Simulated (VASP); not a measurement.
# Si9O16 (a cell with a defect) in VASP: further runs, part 2 of 4

VASP 6.6.1.

## (3) Single point, LDA

Input file INCAR:

```
ALGO = Normal ; EDIFF = 1E-7
ENCUT = 520 ; GGA = CA
ISIF = 2 ; ISMEAR = -1
LASPH = True ; LCHARG = False
LREAL = Auto ; LWAVE = False
NBANDS = 84 ; NELM = 100
PREC = Accurate ; SIGMA = 0.05
```

Input file KPOINTS:

```
k-points
0
Gamma
  2 2 2
```

Input file POSCAR:

```
Si9O16
1.0
   -4.1797000000     -4.1797000000      0.0000000000
    4.1797000000     -4.1797000000      0.0000000000
    0.0000000000      0.0000000000      5.3338000000
Si O
9 16
Direct
    0.4978418871      0.4825832802      0.0106088734
   -0.0215427908      0.5168880498      0.2380115635
    0.5145864619      0.4698649257      0.5175006528
   -0.0190493038      0.5449352004      0.7589474920
    0.0047954820      0.0187946776     -0.0100371045
    0.5098722327     -0.0289235439      0.2531312922
   -0.0258245284      0.0077628034      0.4583396353
    0.5255381938     -0.0291155513      0.7713184575
    0.2269492512      0.2459634693      0.5446038245
    0.1911642258      0.5168708802      0.0049383639
   -0.0622726548      0.2189000093      0.2017238302
    0.7970602310      0.5448125233      0.0003804205
    0.0105285443      0.8208393798      0.2338925445
    0.1426732141      0.5380073688      0.4925189156
    0.0155103140      0.2410087933      0.7836647845
    0.7914178827      0.5111453733      0.5033765743
    0.0039895675      0.8355069042      0.7424019061
    0.7026801303     -0.0468868998      0.0105503285
    0.4900488755      0.6721150892      0.2635519860
    0.3114249551     -0.0068662925      0.0078081029
    0.5221834130      0.2793471027      0.2380223970
    0.7046307844     -0.0183100793      0.5018765413
    0.4924162555      0.6693778655      0.7596915807
    0.3502084091     -0.0302753440      0.5273820957
    0.5686134167      0.2724839247      0.7974258314
```

Potentials or basis: VASP PAW LDA potentials, release 64 (Si, O).

Launch:

```
$ cat potpaw_LDA.64/Si/POTCAR potpaw_LDA.64/O/POTCAR > POTCAR
$ mpirun -np 1 vasp_std > vasp.out
```

OUTCAR:

```text
EDIFF = 1E-7
   ENCUT = 520
   GGA = CA
   ISIF = 2
   ISMEAR = -1
   LASPH = True
   LREAL = Auto
   NELM = 100
   PREC = Accurate

 ion  position               nearest neighbor table
   1  0.498  0.483  0.011-  21 1.71  25 1.74  23 1.74  19 1.75  12 1.81  10 1.82   3 2.63   3 2.71
                             2 3.10
   2  0.978  0.517  0.238-  12 1.67  14 1.67  10 1.77  11 1.79  16 1.80  13 1.81   4 2.56   9 2.72
                             4 2.78   1 3.10   7 3.13   3 3.13
   3  0.515  0.470  0.518-  16 1.66  23 1.75  19 1.81  21 1.87  25 1.92   9 2.16  14 2.24   1 2.63
                             1 2.71   4 3.07   2 3.13
   4  0.981  0.545  0.759-  12 1.69  14 1.71  17 1.73  16 1.78  15 1.81  10 1.81   9 2.56   2 2.56
                             2 2.78   5 3.06   3 3.07
   5  0.005  0.019  0.990-  11 1.68  17 1.71  15 1.71  13 1.75  20 1.82  18 1.83   7 2.51   7 2.84
                             9 3.03   4 3.06   8 3.08
   6  0.510  0.971  0.253-  18 1.73  24 1.74  22 1.76  20 1.76  19 1.77  21 1.83   8 2.57   8 2.77
                             9 2.80   7 2.96
   7  0.974  0.008  0.458-  22 1.62  13 1.64  17 1.83  11 1.86   9 2.10  15 2.23  24 2.26   5 2.51
                             5 2.84   6 2.96   2 3.13   8 3.14
   8  0.526  0.971  0.771-  18 1.65  24 1.66  22 1.79  20 1.79  23 1.79  25 1.81   6 2.57   9 2.69
                             6 2.77   5 3.08   7 3.14
   9  0.227  0.246  0.545-  15 1.79  24 1.79  14 1.82   7 2.10   3 2.16  21 2.40  25 2.43  11 2.51
                             4 2.56   8 2.69   2 2.72   6 2.80   5 3.03
  10  0.191  0.517  0.005-   2 1.77   4 1.81   1 1.82
  11  0.938  0.219  0.202-   5 1.68   2 1.79   7 1.86   9 2.51
  12  0.797  0.545  0.000-   2 1.67   4 1.69   1 1.81
  13  0.011  0.821  0.234-   7 1.64   5 1.75   2 1.81
  14  0.143  0.538  0.493-   2 1.67   4 1.71   9 1.82   3 2.24
  15  0.016  0.241  0.784-   5 1.71   9 1.79   4 1.81   7 2.23
  16  0.791  0.511  0.503-   3 1.66   4 1.78   2 1.80
  17  0.004  0.836  0.742-   5 1.71   4 1.73   7 1.83
  18  0.703  0.953  0.011-   8 1.65   6 1.73   5 1.83
  19  0.490  0.672  0.264-   1 1.75   6 1.77   3 1.81
  20  0.311  0.993  0.008-   6 1.76   8 1.79   5 1.82
  21  0.522  0.279  0.238-   1 1.71   6 1.83   3 1.87   9 2.40
  22  0.705  0.982  0.502-   7 1.62   6 1.76   8 1.79
  23  0.492  0.669  0.760-   1 1.74   3 1.75   8 1.79
  24  0.350  0.970  0.527-   8 1.66   6 1.74   9 1.79   7 2.26
  25  0.569  0.272  0.797-   1 1.74   8 1.81   3 1.92   9 2.43

  LATTYP: Found a simple tetragonal cell.
 ALAT       =     5.9109884267
 C/A-ratio  =     0.9023533147

  Lattice vectors:

 A1 = (  -4.1797000000,  -4.1797000000,   0.0000000000)
 A2 = (   4.1797000000,  -4.1797000000,   0.0000000000)
 A3 = (   0.0000000000,   0.0000000000,   5.3338000000)

Analysis of symmetry for initial positions (statically):
=====================================================================
 Subroutine PRICEL returns:
 Original cell was already a primitive cell.

 Routine SETGRP: Setting up the symmetry group for a
 simple tetragonal supercell.

 Subroutine GETGRP returns: Found  1 space group operations
 (whereof  1 operations were pure point group operations)
 out of a pool of 16 trial point group operations.

The static configuration has the point symmetry C_1 .

Analysis of symmetry for dynamics (positions and initial velocities):
=====================================================================
 Subroutine PRICEL returns:
 Original cell was already a primitive cell.

 Routine SETGRP: Setting up the symmetry group for a
 simple tetragonal supercell.

 Subroutine GETGRP returns: Found  1 space group operations
[... 115 lines left out ...]
   number of dos      NEDOS =    301   number of ions     NIONS =     25
   total plane-waves  NPLWV =  92160
   dimension x,y,z NGX =    48 NGY =   48 NGZ =   40
   dimension x,y,z NGXF=    96 NGYF=   96 NGZF=   80
   ions per type =               9  16
   NGX,Y,Z   is equivalent  to a cutoff of  13.50, 13.50, 12.47 a.u.
   NGXF,Y,Z  is equivalent  to a cutoff of  27.00, 27.00, 24.93 a.u.
 SYSTEM =  unknown system
   PREC   = accura    normal or accurate (medium, high low for compatibility)
   ISTART =      0    job   : 0-new  1-cont  2-samecut
   ICHARG =      2    charge: 1-file 2-atom 10-const
   ISPIN  =      1    spin polarized calculation?
   LNONCOLLINEAR =      F non collinear calculations
   LSORBIT =      F    spin-orbit coupling
   LASPH  =      T    aspherical Exc in radial PAW
   ENCUT  =  520.0 eV  38.22 Ry    6.18 a.u.  10.99 10.99  9.92*2*pi/ulx,y,z
   NELM   =    100;   NELMIN=  2; NELMDL= -5     # of ELM steps
   EDIFF  = 0.1E-06   stopping-criterion for ELM
   LREAL  =      T    real-space projection
   EDIFFG = 0.1E-05   stopping-criterion for IOM
   NSW    =      0    number of steps for IOM
   IBRION =     -1    ionic relax: 0-MD 1-quasi-New 2-CG
   NFREE  =      0    steps in history (QN), initial steepest desc. (CG)
   ISIF   =      2    stress and relaxation
   ISYM   =      2    0-nonsym 1-usesym 2-fastsym
   POTIM  = 0.5000    time-step for ionic-motion
   TEBEG  =    0.0;   TEEND  =   0.0 temperature during run
   PSTRESS=    0.0 pullay stress
   NELECT =     132.0000    total number of electrons
   NUPDOWN=      -1.0000    fix difference up-down
   EMIN   =  10.00;   EMAX   =-10.00  energy-range for DOS
   EFERMI =   0.00;   METHOD = LEGACY
   ISMEAR =    -1;   SIGMA  =   0.05  broadening in eV -4-tet -1-fermi 0-gaus
   EFERMI_NEDOS =   21; number of points for ismear=-14 and -15
   IALGO  =     38    algorithm
   IMIX   =      4    mixing-type and parameters
     AMIX     =   0.40;   BMIX     =  1.00
     AMIX_MAG =   1.60;   BMIX_MAG =  1.00
  volume/ion in A,a.u.               =       7.45        50.31
  Fermi-wavevector in a.u.,A,eV,Ry     =   1.459309  2.757693 28.974719  2.129582
  Thomas-Fermi vector in A             =   2.575891
   LORBIT       =      0    0 simple, 1 ext, 2 COOP (PROOUT), +10 PAW based schemes
   GGA     = CA    functional components
   LHFCALC =     F    Hartree Fock is set to
   AEXX    =    0.0000 exact exchange contribution
   IVDW    =     0    specifies the selected vdW correction
   LEPSILON=     F    determine dielectric tensor
   LRPA    =     F    only Hartree local field effects (RPA)
 non-spin polarized calculation
  energy-cutoff  :      520.00
  volume of cell :      186.36
 maximum number of plane-waves:      5032
 NGX is ok and might be reduce to    48
   NGX = 21   NGY = 21   NGZ = 19

 number of electron     131.9999997 magnetization

 Free energy of the ion-electron system (eV)
  ---------------------------------------------------
  ext. energy  EPLUGINS =         0.00000000
  ---------------------------------------------------
  free energy    TOTEN  =      -200.13092266 eV

  energy without entropy =     -200.13092266  energy(sigma->0) =     -200.13092266

 E-fermi :  13.2045     XC(G=0): -13.0092

 val. band max:       12.0663405343   @ k =   0.5000   0.0000   0.5000
 cond. band min:      14.4897592810   @ k =   0.0000   0.5000   0.0000
 fundamental gap:      2.4234187467
 Fermi energy:        13.2045157369

 k-point     1 :       0.0000    0.0000    0.0000
  band No.  band energies     occupation
      1     -13.8078      2.00000
      2     -12.3479      2.00000
      3     -11.5286      2.00000
      4     -11.3990      2.00000
      5     -10.8538      2.00000
      6     -10.7556      2.00000
[... 637 lines left out ...]
     77      18.5839      0.00000
     78      18.7596      0.00000
 [bands above 78 left out]

------------------------ aborting loop because EDIFF is reached ----------------------------------------

  FORCE on cell =-STRESS in cart. coord.  units (eV):
  Direction    XX          YY          ZZ          XY          YZ          ZX
  --------------------------------------------------------------------------------------
  -------------------------------------------------------------------------------------
  Total       48.0691567     25.2760693     42.5182441     21.8296092     -9.6343432     -6.3748536
  in kB      413.2569260    217.3017251    365.5349926    187.6720498    -82.8277280    -54.8054637
  external PRESSURE =     332.0312146 kB  Pullay stress =       0.0000000 kB

 VOLUME and BASIS-vectors are now :
 -----------------------------------------------------------------------------
  energy-cutoff  :      520.00
  volume of cell :      186.36
      direct lattice vectors                 reciprocal lattice vectors
    -4.179700000 -4.179700000  0.000000000    -0.119625810 -0.119625810  0.000000000
     4.179700000 -4.179700000  0.000000000     0.119625810 -0.119625810  0.000000000
     0.000000000  0.000000000  5.333800000     0.000000000  0.000000000  0.187483595

 POSITION                                       TOTAL-FORCE (eV/Angst)
 -----------------------------------------------------------------------------------
     -0.06378     -4.09788      0.05659         0.020198     -0.015535      0.002378
     -1.92922     -6.25009      1.26951         0.023195     -0.013783      0.018191
     -0.18692     -4.11471      2.76024         0.049460      0.044372     -0.013824
     -1.82241     -6.37775      4.04807         0.009052     -0.004159     -0.006100
      0.05851     -0.09860      5.28026        -0.015686      0.016369     -0.022855
      1.92770     -6.18992      1.35015        -0.007133      0.008566      0.016682
[... 17 lines left out ...]
      2.58939     -5.51692      2.81295         0.031419      0.053344     -0.018546
     -1.23773     -3.51553      4.25331        -0.040528      0.007470     -0.020778
 -----------------------------------------------------------------------------------
    total drift:                               -0.016747      0.000888      0.006372

  FREE ENERGIE OF THE ION-ELECTRON SYSTEM (eV)
  ---------------------------------------------------
  free  energy   TOTEN  =      -200.1309226570 eV

  energy  without entropy=     -200.1309226570  energy(sigma->0) =     -200.13092266
```

Run time: 1.7 min. Hardware: 1 thread of AMD EPYC 9R45 (Zen 5), shared host; peak memory 0.24 GiB.

Results:

```yaml
Free_energy: -200.1309 eV
Pressure: 33.2 GPa
Largest_force: 0.103 eV/Å
Band_gap_on_the_k_mesh: 2.42 eV
```

Forces on the atoms (eV/Å):
```
Si   0.020 -0.016  0.002
Si   0.023 -0.014  0.018
Si   0.049  0.044 -0.014
Si   0.009 -0.004 -0.006
Si  -0.016  0.016 -0.023
Si  -0.007  0.009  0.017
Si  -0.026 -0.075  0.065
Si  -0.029  0.009 -0.027
Si  -0.004 -0.002 -0.016
O   -0.026 -0.015 -0.002
O    0.046 -0.025  0.026
O    0.055  0.062 -0.006
O   -0.049  0.054 -0.015
O   -0.024 -0.066  0.006
O    0.011  0.005 -0.001
O   -0.015 -0.031 -0.001
O    0.002  0.010 -0.036
O   -0.046 -0.059  0.023
O   -0.002 -0.004  0.013
O    0.035  0.017 -0.004
O   -0.033  0.029  0.010
O    0.009  0.025  0.024
O    0.025 -0.028 -0.013
O    0.031  0.053 -0.019
O   -0.041  0.007 -0.021
```

Caveat: the k points lie up to 0.59 Å⁻¹ apart.

(Continued in part 3 of 4.)
